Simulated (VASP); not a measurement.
# TiO2 (fluorite type) (Fm-3m) in VASP: further runs, part 2 of 2

VASP 6.6.1. The steps go on from the part before.

## Step 3: Single point, PBE

INCAR

```
  ALGO = Normal
  EDIFF = 1E-6
  ENCUT = 520
  GGA = PE
  ISIF = 2
  ISMEAR = -1
  LASPH = T
  LCHARG = T
  LELF = T
  LREAL = F
  LVHAR = T
  LWAVE = F
  NBANDS = 19
  NELM = 80
  PREC = Accurate
  SIGMA = 0.08
```

KPOINTS

```
k-points
0
Gamma
  11 11 11
```

POSCAR

```
TiO2
1.0
    0.0000000000      2.3375970254      2.3375970254
    2.3375970254      0.0000000000      2.3375970254
    2.3375970254      2.3375970254      0.0000000000
Ti O
1 2
Direct
    0.0000000000      0.0000000000      0.0000000000
    0.2500000000      0.2500000000      0.2500000000
    0.7500000000      0.7500000000      0.7500000000
```

Potentials or basis: VASP PAW PBE potentials, release 64 (Ti_sv, O).

Started as:

```
> cat potpaw_PBE.64/Ti_sv/POTCAR potpaw_PBE.64/O/POTCAR > POTCAR
> mpirun -np 1 vasp_std > vasp.out
```

Wall time 41 s (1 thread of AMD EPYC 7R43 (Zen 3), shared host); peak memory 0.13 GiB.

It converged, with:

| Item | Value |
| --- | --- |
| Free energy | -25.7882 eV |
| Pressure | 30.9 GPa |
| Band gap on the k mesh | 1.23 eV, indirect (least direct gap 2.08 eV) |

Levels at points of the mesh, in eV from the valence-band top:
```tsv
k point	band 10	band 11	band 12	band 13	band 14	band 15
(0.00, 0.00, 0.00)	-0.89	-0.89	-0.89	1.23	1.23	6.00
```

A k mesh can miss the band edges. Expect the measured gap to be larger: semilocal functionals such as PBE lack the derivative discontinuity.

## Step 4: Relaxation of cell and atoms, PBE, target pressure 30 GPa, at which the enthalpy is minimised

INCAR

```
  PREC = Accurate
  ENCUT = 600
  EDIFF = 1E-6
  ISMEAR = -1
  SIGMA = 0.08
  LREAL = F
  LASPH = T
  NELM = 60
  ALGO = Normal
  ISIF = 3
  LWAVE = F
  LCHARG = F
  GGA = PE
  IBRION = 2
  NSW = 32
  EDIFFG = -0.005
  PSTRESS = 300.0
```

KPOINTS

```
Automatic mesh
0
Gamma
  11 11 11
```

POSCAR

```
TiO2
1.0
    0.0000000000      2.3374308454      2.3374308454
    2.3374308454      0.0000000000      2.3374308454
    2.3374308454      2.3374308454      0.0000000000
Ti O
1 2
Direct
    0.0000000000      0.0000000000      0.0000000000
    0.2500000000      0.2500000000      0.2500000000
    0.7500000000      0.7500000000      0.7500000000
```

Started as:

```
> cat potpaw_PBE.64/Ti_sv/POTCAR potpaw_PBE.64/O/POTCAR > POTCAR
> mpirun -np 1 vasp_std > vasp.out
```

Run time: 64 s. Hardware: 1 thread of AMD EPYC 7R43 (Zen 3), shared host; peak memory 0.15 GiB.

The run converged. Its results:

```
Free energy                                            : -25.8019 eV
Relaxed volume                                         : 8.53 Å³/atom
Relaxed cell                                           : a = 3.308 Å, b = 3.308 Å, c = 3.308 Å, α = 60.00°, β = 60.00°, γ = 60.00°
Space group after relaxing (to 0.05 Å)                 : Fm-3m (No. 225)
Energy change on relaxing (the enthalpy is what falls) : -3.4 meV/atom
Ionic steps                                            : 3
Pressure after relaxing                                : 30.0 GPa
Band gap on the k mesh                                 : 1.23 eV, indirect (least direct gap 2.08 eV)
```

The path:
```csv
step,energy change (eV),largest force (eV/Å),pressure (GPa),volume (Å³)
1,0.0000,0.0000,30.82,25.54
2,-0.0298,0.0000,28.47,25.70
3,-0.0101,0.0000,30.00,25.59
```

Final structure:
```
CELL_PARAMETERS angstrom
0.00000 2.33906 2.33906
2.33906 0.00000 2.33906
2.33906 2.33906 0.00000
ATOMIC_POSITIONS crystal
Ti 0.00000 0.00000 0.00000
O 0.25000 0.25000 0.25000
O 0.75000 0.75000 0.75000
```

Levels at points of the mesh, in eV from the valence-band top:
```
           k point  band 9  band 10  band 11  band 12  band 13  band 14  band 15  band 16
(0.00, 0.00, 0.00)   -6.52    -0.89    -0.89    -0.89     1.23     1.23     5.98     5.98
```

Caveat: the cell is relaxed towards a set pressure, so the enthalpy falls and the energy may rise. As with any semilocal functional, this PBE gap is likely too small.

## Step 5: Relaxation of cell and atoms, PBE, target pressure 30 GPa, at which the enthalpy is minimised

This run uses another cell than the first one, of 9.59 Å³/atom, 1.126 times its volume.

INCAR

```
ALGO = Normal
EDIFF = 1E-6
EDIFFG = -0.005
ENCUT = 600
GGA = PE
IBRION = 2
ISIF = 3
ISMEAR = -1
LASPH = T
LCHARG = F
LREAL = F
LWAVE = F
NELM = 100
NSW = 60
PREC = Accurate
PSTRESS = 300.0
SIGMA = 0.08
```

KPOINTS

```
k-points
0
Gamma
  11 11 11
```

POSCAR

```
TiO2
1.0
    0.0000000000      2.4316225763      2.4316225763
    2.4316225763      0.0000000000      2.4316225763
    2.4316225763      2.4316225763      0.0000000000
Ti O
1 2
Direct
    0.0000000000      0.0000000000      0.0000000000
    0.2500000000      0.2500000000      0.2500000000
    0.7500000000      0.7500000000      0.7500000000
```

Potentials or basis: VASP PAW PBE potentials, release 64 (Ti_sv, O).

Started as:

```
> cat potpaw_PBE.64/Ti_sv/POTCAR potpaw_PBE.64/O/POTCAR > POTCAR
> mpirun -np 1 vasp_std > vasp.out
```

OUTCAR:

```text
EDIFF = 1E-6
   EDIFFG = -0.005
   ENCUT = 600
   GGA = PE
   IBRION = 2
   ISIF = 3
   ISMEAR = -1
   LASPH = T
   LREAL = F
   NELM = 100
   NSW = 60
   PREC = Accurate
   PSTRESS = 300.0

 ion  position               nearest neighbor table
   1  0.000  0.000  0.000-   3 2.11   3 2.11   3 2.11   2 2.11   2 2.11   2 2.11   3 2.11   2 2.11

   2  0.250  0.250  0.250-   1 2.11   1 2.11   1 2.11   1 2.11
   3  0.750  0.750  0.750-   1 2.11   1 2.11   1 2.11   1 2.11

  LATTYP: Found a face centered cubic cell.
 ALAT       =     4.8632451526

  Lattice vectors:

 A1 = (   0.0000000000,   2.4316225763,   2.4316225763)
 A2 = (   2.4316225763,   0.0000000000,   2.4316225763)
 A3 = (   2.4316225763,   2.4316225763,   0.0000000000)

Analysis of symmetry for initial positions (statically):
=====================================================================
[... 212 lines left out ...]

 number of electron      24.0000000 magnetization

 E-fermi :  11.9444     XC(G=0): -13.8292

 val. band max:       11.2392875094   @ k =  -0.4545   0.4545   0.0000
 cond. band min:      12.5578814310   @ k =   0.0000   0.0000   0.0000
 fundamental gap:      1.3185939215
 Fermi energy:        11.9443859348

 k-point     1 :       0.0000    0.0000    0.0000
  band No.  band energies     occupation
      1     -45.9875      2.00000
      2     -22.0468      2.00000
      3     -22.0468      2.00000
      4     -22.0468      2.00000
      5     -10.5655      2.00000
      6      -4.8809      2.00000
[... 641 lines left out ...]
--------------------------------------- Ionic step        7  -------------------------------------------

 number of electron      23.9999999 magnetization

 Free energy of the ion-electron system (eV)
  ---------------------------------------------------
  ext. energy  EPLUGINS =         0.00000000
  ---------------------------------------------------
  free energy    TOTEN  =       -25.81258734 eV

  energy without entropy =      -25.81257190  energy(sigma->0) =      -25.81257962

 E-fermi :   8.9617     XC(G=0): -12.6599

 val. band max:        8.3259166665   @ k =  -0.4545   0.4545   0.0000
 cond. band min:       9.5564908699   @ k =   0.0000   0.0000   0.0000
 fundamental gap:      1.2305742034
 Fermi energy:         8.9616509873

 k-point     1 :       0.0000    0.0000    0.0000
  band No.  band energies     occupation
      1     -49.2383      2.00000
      2     -25.3267      2.00000
      3     -25.3267      2.00000
      4     -25.3267      2.00000
      5     -11.9012      2.00000
      6      -7.5983      2.00000
[... 481 lines left out ...]
  energy  without entropy=      -25.8125719010  energy(sigma->0) =      -25.81257962

  enthalpy is  TOTEN    =       -21.0215275255 eV   P V=        4.7910598164

 reached required accuracy - stopping structural energy minimisation
```

Wall time 3 min (1 thread of AMD EPYC 7R43 (Zen 3), shared host); peak memory 0.15 GiB.

Results:

* Free energy: -25.8126 eV
* Relaxed volume: 8.53 Å³/atom
* Relaxed cell: a = 3.308 Å, b = 3.308 Å, c = 3.308 Å, α = 60.00°, β = 60.00°, γ = 60.00°
* Space group after relaxing (to 0.05 Å): Fm-3m (No. 225)
* Energy change on relaxing (the enthalpy is what falls): +73.1 meV/atom
* Ionic steps: 7
* Pressure after relaxing: 30.0 GPa
* Band gap on the k mesh: 1.23 eV, indirect (least direct gap 2.08 eV)

Step by step:
```
step  energy change (eV)  largest force (eV/Å)  pressure (GPa)  volume (Å³)
   1              0.0000                0.0000           -4.40        28.76
   2              2.3704                0.0000          136.38        21.01
   3              0.1870                0.0000           27.44        25.77
   4              0.2129                0.0000           29.49        25.62
   5              0.2241                0.0000           30.36        25.56
   6              0.2125                0.0000           29.47        25.62
   7              0.2194                0.0000           30.00        25.59
```

Final structure:
```xyz
3
Lattice="0.0000 2.3388 2.3388 2.3388 0.0000 2.3388 2.3388 2.3388 0.0000" Properties=species:S:1:pos:R:3 pbc="T T T"
Ti    0.0000    0.0000    0.0000
O     1.1694    1.1694    1.1694
O     3.5082    3.5082    3.5082
```

Levels at points of the mesh, in eV from the valence-band top:
| k point | band 8 | band 9 | band 10 | band 11 | band 12 | band 13 | band 14 | band 15 | band 16 |
| --- | --- | --- | --- | --- | --- | --- | --- | --- | --- |
| (0.00, 0.00, 0.00) | -6.52 | -6.52 | -0.89 | -0.89 | -0.89 | 1.23 | 1.23 | 5.99 | 5.99 |

Caveat: the cell is relaxed towards a set pressure, so the enthalpy falls and the energy may rise. Expect the measured gap to be larger: semilocal functionals such as PBE lack the derivative discontinuity.

## Step 6: Summary

```csv
task,cell,cutoff (eV),gap on the mesh (eV),pressure (GPa)
single point,"a = 3.306 Å, angles 60.0°, 3 atoms",520,1.23,30.9
relaxation of cell and atoms,"relaxed to 30 GPa from a = 3.306 Å, angles 60.0°, 3 atoms",600,1.23,30.0
relaxation of cell and atoms,"relaxed to 30 GPa from a = 3.439 Å, angles 60.0°, 3 atoms",600,1.23,30.0
```

Alike in all rows: level PBE; potentials or basis VASP PAW PBE potentials, release 64 (Ti_sv, O); no spin polarisation; k mesh 11 × 11 × 11; smearing fermi-dirac 0.08 eV.

Caveats: the cell is relaxed towards a set pressure, so the enthalpy falls and the energy may rise (some runs).

Absolute energies hang on the potentials; compare differences alone.
